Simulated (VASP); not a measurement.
# Al (I4/mmm) in VASP: notebook

The runs below take Al through single point, with PBE.

Program: VASP 6.6.1. These are calculated values, not measurements. Logs are shortened: lines on timing, memory, paths and dates and some standing lists are left out, and cuts for length are marked.

## 1. The cell of the first run

The structure is tetragonal, space group I4/mmm (No. 139). Conventional cell: a = 2.550 Å, b = 2.550 Å, c = 5.100 Å, α = 90.00°, β = 90.00°, γ = 90.00°. Al (site symmetry 4/mmm) has 12 Al at 2.55 to 3.12 Å within 3.4 Å.

## 2. Single point, PBE

The input, INCAR:

```
SYSTEM = Al
  ALGO = Normal
  EDIFF = 1E-6
  ENCUT = 520
  GGA = PE
  ISIF = 2
  ISMEAR = 0
  LASPH = .TRUE.
  LCHARG = .FALSE.
  LREAL = .FALSE.
  LWAVE = .FALSE.
  NBANDS = 8
  NELM = 80
  PREC = Accurate
  SIGMA = 0.15
```

The input, KPOINTS:

```
k-points
0
G
  22 22 22
  0 0 0
```

The input, POSCAR:

```
Al
1.0
    0.0000000000      1.8032519626      2.5497982752
    1.8032519626      0.0000000000      2.5497982752
    1.8032519626      1.8032519626      0.0000000000
Al
1
Direct
    0.0000000000      0.0000000000      0.0000000000
```

Potentials or basis: VASP PAW PBE potentials, release 64 (Al).

Started as:

```
> cat potpaw_PBE.64/Al/POTCAR > POTCAR
> mpirun -np 1 vasp_std > vasp.out
```

OUTCAR:

```text
SYSTEM = Al
   EDIFF = 1E-6
   ENCUT = 520
   GGA = PE
   ISIF = 2
   ISMEAR = 0
   LASPH = .TRUE.
   LREAL = .FALSE.
   NELM = 80
   PREC = Accurate

 ion  position               nearest neighbor table
   1  0.000  0.000  0.000-

  LATTYP: Found a body centered tetragonal cell.
 ALAT       =     2.5501833819
 C/A-ratio  =     1.9996979773

  Lattice vectors:

 A1 = (  -1.8032519626,   0.0000000000,   2.5497982752)
 A2 = (   1.8032519626,   0.0000000000,   2.5497982752)
 A3 = (   0.0000000000,   1.8032519626,  -2.5497982752)

Analysis of symmetry for initial positions (statically):
=====================================================================
 Subroutine PRICEL returns:
 Original cell was already a primitive cell.

 Routine SETGRP: Setting up the symmetry group for a
 body centered tetragonal supercell.

 Subroutine GETGRP returns: Found 16 space group operations
 (whereof 16 operations were pure point group operations)
 out of a pool of 16 trial point group operations.

The static configuration has the point symmetry D_4h.

Analysis of symmetry for dynamics (positions and initial velocities):
=====================================================================
 Subroutine PRICEL returns:
 Original cell was already a primitive cell.

 Routine SETGRP: Setting up the symmetry group for a
 body centered tetragonal supercell.

 Subroutine GETGRP returns: Found 16 space group operations
 (whereof 16 operations were pure point group operations)
 out of a pool of 16 trial point group operations.

The dynamic configuration has the point symmetry D_4h.

 Subroutine INISYM returns: Found 16 space group operations
 (whereof 16 operations are pure point group operations),
 and found     1 'primitive' translations

----------------------------------------------------------------------------------------

                                     Primitive cell

  volume of cell :      16.5824

  direct lattice vectors                    reciprocal lattice vectors
     0.000000000  1.803251963  2.549798275    -0.277276837  0.277276837  0.196093944
     1.803251963  0.000000000  2.549798275     0.277276837 -0.277276837  0.196093944
     1.803251963  1.803251963  0.000000000     0.277276837  0.277276837 -0.196093944

  length of vectors
     3.123009588  3.123009588  2.550183382     0.438426417  0.438426417  0.438426417

  position of ions in fractional coordinates (direct lattice)
     0.000000000  0.000000000  0.000000000

  ion indices of the primitive-cell ions
   primitive index   ion index
                 1           1

----------------------------------------------------------------------------------------

 KPOINTS: k-points

Automatic generation of k-mesh.
 Grid dimensions read from file:
 generate k-points for:   22   22   22

 Generating k-lattice:

  Cartesian coordinates                     Fractional coordinates (reciprocal lattice)
    -0.012603493  0.012603493  0.008913361     0.045454545  0.000000000  0.000000000
     0.012603493 -0.012603493  0.008913361     0.000000000  0.045454545  0.000000000
     0.012603493  0.012603493 -0.008913361     0.000000000  0.000000000  0.045454545

  Length of vectors
     0.019928474  0.019928474  0.019928474

  Shift w.r.t. Gamma in fractional coordinates (k-lattice)
     0.000000000  0.000000000  0.000000000

 Subroutine IBZKPT returns following result:
 ===========================================

 Found    834 irreducible k-points:

 Following reciprocal coordinates:
            Coordinates               Weight
  0.000000  0.000000  0.000000      1.000000
  0.045455  0.000000  0.000000      8.000000
  0.090909  0.000000  0.000000      8.000000
  0.136364 -0.000000  0.000000      8.000000
  0.181818 -0.000000  0.000000      8.000000
  0.227273 -0.000000  0.000000      8.000000
[... 16 lines left out ...]
  0.500000  0.045455  0.000000      8.000000
 -0.454545  0.045455  0.000000      8.000000
 [... further k-points ...]
   k-points           NKPTS =    834   k-points in BZ     NKDIM =    834   number of bands    NBANDS=      8
   number of dos      NEDOS =    301   number of ions     NIONS =      1
   total plane-waves  NPLWV =  11520
   dimension x,y,z NGX =    24 NGY =   24 NGZ =   20
   dimension x,y,z NGXF=    48 NGYF=   48 NGZF=   40
   ions per type =               1
   NGX,Y,Z   is equivalent  to a cutoff of  12.78, 12.78, 13.04 a.u.
   NGXF,Y,Z  is equivalent  to a cutoff of  25.55, 25.55, 26.08 a.u.
 SYSTEM =  Al
   PREC   = accura    normal or accurate (medium, high low for compatibility)
   ISTART =      0    job   : 0-new  1-cont  2-samecut
   ICHARG =      2    charge: 1-file 2-atom 10-const
   ISPIN  =      1    spin polarized calculation?
   LNONCOLLINEAR =      F non collinear calculations
   LSORBIT =      F    spin-orbit coupling
   LASPH  =      T    aspherical Exc in radial PAW
   ENCUT  =  520.0 eV  38.22 Ry    6.18 a.u.   5.81  5.81  4.74*2*pi/ulx,y,z
   NELM   =     80;   NELMIN=  2; NELMDL= -5     # of ELM steps
   EDIFF  = 0.1E-05   stopping-criterion for ELM
   LREAL  =      F    real-space projection
   EDIFFG = 0.1E-04   stopping-criterion for IOM
   NSW    =      0    number of steps for IOM
   IBRION =     -1    ionic relax: 0-MD 1-quasi-New 2-CG
   NFREE  =      0    steps in history (QN), initial steepest desc. (CG)
   ISIF   =      2    stress and relaxation
   ISYM   =      2    0-nonsym 1-usesym 2-fastsym
   POTIM  = 0.5000    time-step for ionic-motion
   TEBEG  =    0.0;   TEEND  =   0.0 temperature during run
   PSTRESS=    0.0 pullay stress
   NELECT =       3.0000    total number of electrons
   NUPDOWN=      -1.0000    fix difference up-down
   EMIN   =  10.00;   EMAX   =-10.00  energy-range for DOS
   EFERMI =   0.00;   METHOD = LEGACY
   ISMEAR =     0;   SIGMA  =   0.15  broadening in eV -4-tet -1-fermi 0-gaus
   EFERMI_NEDOS =   21; number of points for ismear=-14 and -15
   IALGO  =     38    algorithm
   IMIX   =      4    mixing-type and parameters
     AMIX     =   0.40;   BMIX     =  1.00
     AMIX_MAG =   1.60;   BMIX_MAG =  1.00
  volume/ion in A,a.u.               =      16.58       111.90
  Fermi-wavevector in a.u.,A,eV,Ry     =   0.925903  1.749704 11.664236  0.857297
  Thomas-Fermi vector in A             =   2.051808
   LORBIT       =      0    0 simple, 1 ext, 2 COOP (PROOUT), +10 PAW based schemes
   GGA     = PE    functional components
   LHFCALC =     F    Hartree Fock is set to
   AEXX    =    0.0000 exact exchange contribution
   IVDW    =     0    specifies the selected vdW correction
   LEPSILON=     F    determine dielectric tensor
   LRPA    =     F    only Hartree local field effects (RPA)
 non-spin polarized calculation
 Gauss-broadening in eV      SIGMA  =   0.15
  energy-cutoff  :      520.00
  volume of cell :       16.58
 maximum number of plane-waves:       482
   NGX = 11   NGY = 11   NGZ =  9

 number of electron       3.0000000 magnetization

 Free energy of the ion-electron system (eV)
  ---------------------------------------------------
  ext. energy  EPLUGINS =         0.00000000
  ---------------------------------------------------
  free energy    TOTEN  =        -3.45268806 eV

  energy without entropy =       -3.44776482  energy(sigma->0) =       -3.45022644

 E-fermi :   7.7838     XC(G=0): -10.1556

 val. band max:        7.7741662929   @ k =  -0.4091   0.2727   0.0909
 cond. band min:       7.7885339892   @ k =   0.4091   0.2273   0.0000
 fundamental gap:      0.0143676963
 Fermi energy:         7.7837803497

 k-point     1 :       0.0000    0.0000    0.0000
  band No.  band energies     occupation
      1      -3.1769      2.00000
      2      17.8962      0.00000
      3      18.0546      0.00000
      4      19.0310      0.00000
      5      22.6273      0.00000
      6      22.6273      0.00000
      7      23.3283      0.00000
      8      23.3283      0.00000

 k-point     2 :       0.0455    0.0000    0.0000
  band No.  band energies     occupation
      1      -3.1182      2.00000
      2      17.1621      0.00000
      3      18.5987      0.00000
      4      18.8521      0.00000
      5      22.2588      0.00000
      6      22.4688      0.00000
      7      23.0530      0.00000
      8      23.5829      0.00000

 k-point     3 :       0.0909    0.0000    0.0000
  band No.  band energies     occupation
      1      -2.9423      2.00000
      2      16.4201      0.00000
      3      17.5688      0.00000
      4      19.5822      0.00000
      5      21.0765      0.00000
      6      22.2360      0.00000
      7      23.5627      0.00000
      8      24.1038      0.00000

 k-point     4 :       0.1364   -0.0000    0.0000
  band No.  band energies     occupation
      1      -2.6495      2.00000
      2      15.7100      0.00000
      3      16.1851      0.00000
      4      19.3232      0.00000
      5      21.0245      0.00000
      6      22.0654      0.00000
      7      24.2071      0.00000
      8      24.7532      0.00000

 k-point     5 :       0.1818   -0.0000    0.0000
  band No.  band energies     occupation
      1      -2.2407      2.00000
      2      14.4067      0.00000
      3      15.2938      0.00000
      4      18.4173      0.00000
      5      21.7448      0.00000
      6      21.9802      0.00000
      7      24.9204      0.00000
      8      25.5052      0.00000
[... 177 lines left out ...]
 k-point    22 :       0.4545    0.0455    0.0000
  band No.  band energies     occupation
      1       1.9453      2.00000
      2       5.8966      2.00000
      3      12.6338      0.00000
      4      16.3529      0.00000
      5      22.4894      0.00000
      6      24.2548      0.00000
      7      25.9440      0.00000
      8      28.0168      0.00000

 k-point    23 :       0.5000    0.0455    0.0000
  band No.  band energies     occupation
      1       3.0407      2.00000
      2       4.5827      2.00000
      3      12.7386      0.00000
      4      16.0429      0.00000
      5      22.9897      0.00000
      6      24.7232      0.00000
      7      25.2333      0.00000
      8      27.4143      0.00000

 k-point    24 :      -0.4545    0.0455    0.0000
  band No.  band energies     occupation
      1       3.2577      2.00000
      2       4.3474      2.00000
      3      12.9460      0.00000
      4      15.8325      0.00000
      5      23.5273      0.00000
      6      24.6775      0.00000
      7      25.0597      0.00000
      8      26.9846      0.00000

 [... further k-points ...]

------------------------ aborting loop because EDIFF is reached ----------------------------------------

  FORCE on cell =-STRESS in cart. coord.  units (eV):
  Direction    XX          YY          ZZ          XY          YZ          ZX
  --------------------------------------------------------------------------------------
  -------------------------------------------------------------------------------------
  Total        1.9433096      1.9433096     -1.0783913      0.0000000     -0.0000000     -0.0000000
  in kB      187.7603727    187.7603727   -104.1929479      0.0000000     -0.0000000     -0.0000000
  external PRESSURE =      90.4425992 kB  Pullay stress =       0.0000000 kB

 VOLUME and BASIS-vectors are now :
 -----------------------------------------------------------------------------
  energy-cutoff  :      520.00
  volume of cell :       16.58
      direct lattice vectors                 reciprocal lattice vectors
     0.000000000  1.803251963  2.549798275    -0.277276837  0.277276837  0.196093944
     1.803251963  0.000000000  2.549798275     0.277276837 -0.277276837  0.196093944
     1.803251963  1.803251963  0.000000000     0.277276837  0.277276837 -0.196093944

 POSITION                                       TOTAL-FORCE (eV/Angst)
 -----------------------------------------------------------------------------------
      0.00000      0.00000      0.00000        -0.000000      0.000000      0.000000
 -----------------------------------------------------------------------------------
    total drift:                                0.000000      0.000000     -0.000000

  FREE ENERGIE OF THE ION-ELECTRON SYSTEM (eV)
  ---------------------------------------------------
  free  energy   TOTEN  =        -3.4526880605 eV

  energy  without entropy=       -3.4477648167  energy(sigma->0) =       -3.45022644
```

It took 32 s on 1 thread of Intel Xeon 6975P-C (Granite Rapids), shared host; peak memory 0.2 GiB.

What came out:

* Free energy: -3.4527 eV
* Pressure: 9.0 GPa

(Part 1 of 2 ends here.)
